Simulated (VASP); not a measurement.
# SnTe (P6_3/mmc) in VASP: a series of runs

The runs below take SnTe through single point, relaxation of cell and atoms, with r2SCAN, PBE.

Program: VASP 6.6.1. These are calculated values, not measurements. Logs are shortened: lines on timing, memory, paths and dates and some standing lists are left out, and cuts for length are marked.

## Step 1: The cell of the first run

The structure is hexagonal, space group P6_3/mmc (No. 194). Conventional cell: a = 5.388 Å, b = 5.388 Å, c = 6.424 Å, α = 90.00°, β = 90.00°, γ = 120.00°. Within 4.1 Å of Sn (site symmetry -6m2) lie 5 Te at 3.11 to 3.21 Å. Within 4.1 Å of Te (site symmetry -6m2) lie 5 Sn at 3.11 to 3.21 Å.

## Step 2: Single point, r2SCAN

POSCAR reads:

```
SnTe
1.0
    5.3879010630      0.0000000000      0.0000000000
   -2.6939505315      4.6660591936      0.0000000000
    0.0000000000      0.0000000000      6.4239308324
Sn Te
2 2
Direct
    0.3333333333      0.6666666667      0.2500000000
    0.6666666667      0.3333333333      0.7500000000
    0.6666666667      0.3333333333      0.2500000000
    0.3333333333      0.6666666667      0.7500000000
```

INCAR.step1 reads:

```
ALGO = Normal
EDIFF = 1E-4
ENCUT = 520
GGA = PE
ISMEAR = -1
LASPH = T
LCHARG = F
LREAL = F
LWAVE = T
NBANDS = 28
NELM = 80
PREC = Accurate
SIGMA = 0.02
```

INCAR.step2 reads:

```
ALGO = Normal
EDIFF = 1E-6
ENCUT = 520
ISIF = 2
ISMEAR = -1
ISTART = 1
LASPH = T
LCHARG = T
LELF = T
LMIXTAU = T
LREAL = F
LVHAR = T
LWAVE = F
METAGGA = R2SCAN
NBANDS = 28
NELM = 80
PREC = Accurate
SIGMA = 0.02
```

KPOINTS reads:

```
k-points
0
Gamma
  6 6 4
```

Potentials or basis: VASP PAW PBE potentials, release 64 (Sn_d, Te).

The run is started by

```console
$ cat potpaw_PBE.64/Sn_d/POTCAR potpaw_PBE.64/Te/POTCAR > POTCAR
$ cp INCAR.step1 INCAR
$ mpirun -np 1 vasp_std > vasp.out
$ cp INCAR.step2 INCAR
$ mpirun -np 1 vasp_std > vasp.out
```

OUTCAR:

```text
EDIFF = 1E-6
   ENCUT = 520
   ISIF = 2
   ISMEAR = -1
   ISTART = 1
   LASPH = T
   LREAL = F
   METAGGA = R2SCAN
   NELM = 80
   PREC = Accurate

 ion  position               nearest neighbor table
   1  0.333  0.667  0.250-   3 3.11   3 3.11   3 3.11   4 3.21   4 3.21
   2  0.667  0.333  0.750-   4 3.11   4 3.11   4 3.11   3 3.21   3 3.21
   3  0.667  0.333  0.250-   1 3.11   1 3.11   1 3.11   2 3.21   2 3.21
   4  0.333  0.667  0.750-   2 3.11   2 3.11   2 3.11   1 3.21   1 3.21

  LATTYP: Found a hexagonal cell.
 ALAT       =     5.3879010630
 C/A-ratio  =     1.1922881948

  Lattice vectors:

 A1 = (   5.3879010630,   0.0000000000,   0.0000000000)
 A2 = (  -2.6939505315,   4.6660591936,   0.0000000000)
 A3 = (   0.0000000000,   0.0000000000,   6.4239308324)

Analysis of symmetry for initial positions (statically):
=====================================================================
 Subroutine PRICEL returns:
 Original cell was already a primitive cell.

 Routine SETGRP: Setting up the symmetry group for a
 hexagonal supercell.

 Subroutine GETGRP returns: Found 24 space group operations
 (whereof 12 operations were pure point group operations)
 out of a pool of 24 trial point group operations.

The static configuration has the point symmetry D_3d.
 The point group associated with its full space group is D_6h.

Analysis of symmetry for dynamics (positions and initial velocities):
=====================================================================
 Subroutine PRICEL returns:
 Original cell was already a primitive cell.

 Routine SETGRP: Setting up the symmetry group for a
 hexagonal supercell.

 Subroutine GETGRP returns: Found 24 space group operations
 (whereof 12 operations were pure point group operations)
 out of a pool of 24 trial point group operations.

The dynamic configuration has the point symmetry D_3d.
 The point group associated with its full space group is D_6h.

 Subroutine INISYM returns: Found 24 space group operations
 (whereof 12 operations are pure point group operations),
 and found     1 'primitive' translations

----------------------------------------------------------------------------------------

                                     Primitive cell

  volume of cell :     161.4993

  direct lattice vectors                    reciprocal lattice vectors
     5.387901063  0.000000000  0.000000000     0.185601032  0.107156806  0.000000000
    -2.693950532  4.666059194  0.000000000     0.000000000  0.214313612  0.000000000
     0.000000000  0.000000000  6.423930832     0.000000000  0.000000000  0.155667928

  length of vectors
     5.387901063  5.387901063  6.423930832     0.214313612  0.214313612  0.155667928

  position of ions in fractional coordinates (direct lattice)
     0.333333333  0.666666667  0.250000000
     0.666666667  0.333333333  0.750000000
     0.666666667  0.333333333  0.250000000
     0.333333333  0.666666667  0.750000000

  ion indices of the primitive-cell ions
   primitive index   ion index
                 1           1
                 2           2
                 3           3
                 4           4

----------------------------------------------------------------------------------------

 KPOINTS: k-points

Automatic generation of k-mesh.
 Grid dimensions read from file:
 generate k-points for:    6    6    4

 Generating k-lattice:

  Cartesian coordinates                     Fractional coordinates (reciprocal lattice)
     0.030933505  0.017859468  0.000000000     0.166666667  0.000000000  0.000000000
     0.000000000  0.035718935  0.000000000     0.000000000  0.166666667  0.000000000
     0.000000000  0.000000000  0.038916982     0.000000000  0.000000000  0.250000000

  Length of vectors
     0.035718935  0.035718935  0.038916982

  Shift w.r.t. Gamma in fractional coordinates (k-lattice)
     0.000000000  0.000000000  0.000000000

 Subroutine IBZKPT returns following result:
 ===========================================

 Found     21 irreducible k-points:

 Following reciprocal coordinates:
            Coordinates               Weight
  0.000000  0.000000  0.000000      1.000000
  0.166667  0.000000  0.000000      6.000000
  0.333333  0.000000  0.000000      6.000000
  0.500000  0.000000  0.000000      3.000000
  0.166667  0.166667  0.000000      6.000000
  0.333333  0.166667  0.000000     12.000000
[... 13 lines left out ...]
  0.333333  0.166667  0.500000     12.000000
  0.333333  0.333333  0.500000      2.000000
   k-points           NKPTS =     21   k-points in BZ     NKDIM =     21   number of bands    NBANDS=     28
   number of dos      NEDOS =    301   number of ions     NIONS =      4
   total plane-waves  NPLWV =  76800
   dimension x,y,z NGX =    40 NGY =   40 NGZ =   48
   dimension x,y,z NGXF=    80 NGYF=   80 NGZF=   96
   ions per type =               2   2
   NGX,Y,Z   is equivalent  to a cutoff of  12.34, 12.34, 12.42 a.u.
   NGXF,Y,Z  is equivalent  to a cutoff of  24.68, 24.68, 24.84 a.u.
 SYSTEM =  unknown system
   PREC   = accura    normal or accurate (medium, high low for compatibility)
   ISTART =      1    job   : 0-new  1-cont  2-samecut
   ICHARG =      0    charge: 1-file 2-atom 10-const
   ISPIN  =      1    spin polarized calculation?
   LNONCOLLINEAR =      F non collinear calculations
   LSORBIT =      F    spin-orbit coupling
   LASPH  =      T    aspherical Exc in radial PAW
   ENCUT  =  520.0 eV  38.22 Ry    6.18 a.u.  10.02 10.02 11.94*2*pi/ulx,y,z
   NELM   =     80;   NELMIN=  2; NELMDL=  0     # of ELM steps
   EDIFF  = 0.1E-05   stopping-criterion for ELM
   LREAL  =      F    real-space projection
[... 7 lines left out ...]
   TEBEG  =    0.0;   TEEND  =   0.0 temperature during run
   PSTRESS=    0.0 pullay stress
   NELECT =      40.0000    total number of electrons
   NUPDOWN=      -1.0000    fix difference up-down
   EMIN   =  10.00;   EMAX   =-10.00  energy-range for DOS
   EFERMI =   0.00;   METHOD = LEGACY
   ISMEAR =    -1;   SIGMA  =   0.02  broadening in eV -4-tet -1-fermi 0-gaus
   EFERMI_NEDOS =   21; number of points for ismear=-14 and -15
   IALGO  =     38    algorithm
   IMIX   =      4    mixing-type and parameters
     AMIX     =   0.40;   BMIX     =  1.00
     AMIX_MAG =   1.60;   BMIX_MAG =  1.00
  volume/ion in A,a.u.               =      40.37       272.46
  Fermi-wavevector in a.u.,A,eV,Ry     =   1.028106  1.942839 14.381387  1.057002
  Thomas-Fermi vector in A             =   2.162085
   LORBIT       =      0    0 simple, 1 ext, 2 COOP (PROOUT), +10 PAW based schemes
   METAGGA = R2SCAN    functional components
   LHFCALC =     F    Hartree Fock is set to
   AEXX    =    0.0000 exact exchange contribution
   IVDW    =     0    specifies the selected vdW correction
   LEPSILON=     F    determine dielectric tensor
   LRPA    =     F    only Hartree local field effects (RPA)
 non-spin polarized calculation
  energy-cutoff  :      520.00
  volume of cell :      161.50
 maximum number of plane-waves:      4374
   NGX = 21   NGY = 21   NGZ = 23

 number of electron      40.0000024 magnetization

 Free energy of the ion-electron system (eV)
  ---------------------------------------------------
  ext. energy  EPLUGINS =         0.00000000
  ---------------------------------------------------
  free energy    TOTEN  =      -100.76560196 eV

  energy without entropy =     -100.76560183  energy(sigma->0) =     -100.76560189

 E-fermi :   4.6966     XC(G=0):  -8.6343

 val. band max:        4.4487761725   @ k =   0.3333   0.3333   0.5000
 cond. band min:       4.9581392652   @ k =   0.1667   0.0000   0.0000
 fundamental gap:      0.5093630927
 Fermi energy:         4.6966399796

 k-point     1 :       0.0000    0.0000    0.0000
  band No.  band energies     occupation
      1     -18.2108      2.00000
      2     -18.2107      2.00000
      3     -18.2104      2.00000
      4     -18.2103      2.00000
      5     -18.2096      2.00000
      6     -18.1957      2.00000
[... 20 lines left out ...]
     27       9.4089      0.00000
     28       9.4089      0.00000

 k-point     2 :       0.1667    0.0000    0.0000
  band No.  band energies     occupation
      1     -18.2134      2.00000
      2     -18.2107      2.00000
      3     -18.2107      2.00000
      4     -18.2096      2.00000
      5     -18.2061      2.00000
      6     -18.1958      2.00000
[... 20 lines left out ...]
     27       9.1692      0.00000
     28       9.3777      0.00000

 k-point     3 :       0.3333    0.0000    0.0000
  band No.  band energies     occupation
      1     -18.2152      2.00000
      2     -18.2115      2.00000
      3     -18.2101      2.00000
      4     -18.2083      2.00000
      5     -18.2022      2.00000
      6     -18.1964      2.00000
[... 20 lines left out ...]
     27       9.0154      0.00000
     28       9.9616      0.00000

 k-point     4 :       0.5000    0.0000    0.0000
  band No.  band energies     occupation
      1     -18.2158      2.00000
      2     -18.2120      2.00000
      3     -18.2098      2.00000
      4     -18.2077      2.00000
      5     -18.1999      2.00000
      6     -18.1973      2.00000
[... 20 lines left out ...]
     27       9.1718      0.00000
     28       9.3266      0.00000

 k-point     5 :       0.1667    0.1667    0.0000
  band No.  band energies     occupation
      1     -18.2146      2.00000
      2     -18.2118      2.00000
      3     -18.2100      2.00000
      4     -18.2086      2.00000
      5     -18.2031      2.00000
      6     -18.1962      2.00000
[... 20 lines left out ...]
     27       9.9443      0.00000
     28       9.9832      0.00000

 k-point     6 :       0.3333    0.1667    0.0000
  band No.  band energies     occupation
      1     -18.2152      2.00000
      2     -18.2126      2.00000
      3     -18.2099      2.00000
      4     -18.2075      2.00000
      5     -18.2001      2.00000
      6     -18.1972      2.00000
[... 370 lines left out ...]
      5     -18.2006      2.00000
      6     -18.2006      2.00000
[... 20 lines left out ...]
     27       9.8477      0.00000
     28       9.8477      0.00000

 k-point    19 :       0.1667    0.1667    0.5000
  band No.  band energies     occupation
      1     -18.2116      2.00000
      2     -18.2116      2.00000
      3     -18.2098      2.00000
      4     -18.2098      2.00000
      5     -18.2011      2.00000
      6     -18.2011      2.00000
[... 20 lines left out ...]
     27      10.5446      0.00000
     28      10.5446      0.00000

 k-point    20 :       0.3333    0.1667    0.5000
  band No.  band energies     occupation
      1     -18.2118      2.00000
      2     -18.2118      2.00000
      3     -18.2090      2.00000
      4     -18.2090      2.00000
      5     -18.2007      2.00000
      6     -18.2007      2.00000
[... 20 lines left out ...]
     27       9.5997      0.00000
     28       9.5997      0.00000

 k-point    21 :       0.3333    0.3333    0.5000
  band No.  band energies     occupation
      1     -18.2118      2.00000
      2     -18.2118      2.00000
      3     -18.2087      2.00000
      4     -18.2087      2.00000
      5     -18.2006      2.00000
      6     -18.2006      2.00000
[... 20 lines left out ...]
     27       9.4599      0.00000
     28       9.4599      0.00000

------------------------ aborting loop because EDIFF is reached ----------------------------------------

  FORCE on cell =-STRESS in cart. coord.  units (eV):
  Direction    XX          YY          ZZ          XY          YZ          ZX
  --------------------------------------------------------------------------------------
  -------------------------------------------------------------------------------------
  Total       -0.0094978     -0.0094978     -0.0105391      0.0000000     -0.0000000      0.0000000
  in kB       -0.0942242     -0.0942242     -0.1045544      0.0000000     -0.0000000      0.0000000
  external PRESSURE =      -0.0976676 kB  Pullay stress =       0.0000000 kB

 VOLUME and BASIS-vectors are now :
 -----------------------------------------------------------------------------
  energy-cutoff  :      520.00
  volume of cell :      161.50
      direct lattice vectors                 reciprocal lattice vectors
     5.387901063  0.000000000  0.000000000     0.185601032  0.107156806  0.000000000
    -2.693950532  4.666059194  0.000000000     0.000000000  0.214313612  0.000000000
     0.000000000  0.000000000  6.423930832     0.000000000  0.000000000  0.155667928

 POSITION                                       TOTAL-FORCE (eV/Angst)
 -----------------------------------------------------------------------------------
     -0.00000      3.11071      1.60598         0.000000      0.000000      0.000000
      2.69395      1.55535      4.81795        -0.000000     -0.000000      0.000000
      2.69395      1.55535      1.60598        -0.000000      0.000000      0.000000
     -0.00000      3.11071      4.81795         0.000000      0.000000      0.000000
 -----------------------------------------------------------------------------------
    total drift:                                0.000000     -0.000000      0.000000

  FREE ENERGIE OF THE ION-ELECTRON SYSTEM (eV)
  ---------------------------------------------------
  free  energy   TOTEN  =      -100.7656019552 eV

  energy  without entropy=     -100.7656018269  energy(sigma->0) =     -100.76560189
```

Wall time 5.6 min (1 thread of Intel Xeon 6975P-C (Granite Rapids), shared host); peak memory 0.34 GiB.

Results:

```yaml
Free_energy: -100.7656 eV
Pressure: 0.0 GPa
Band_gap_on_the_k_mesh: 0.51 eV (least direct gap 0.53 eV)
```

Caveat: the PAW data sets were made with another functional, which shifts forces and pressure a little; spin-orbit coupling is left out, which moves the levels of the heavy elements. A k mesh can miss the band edges.

(Part 1 of 2 ends here.)
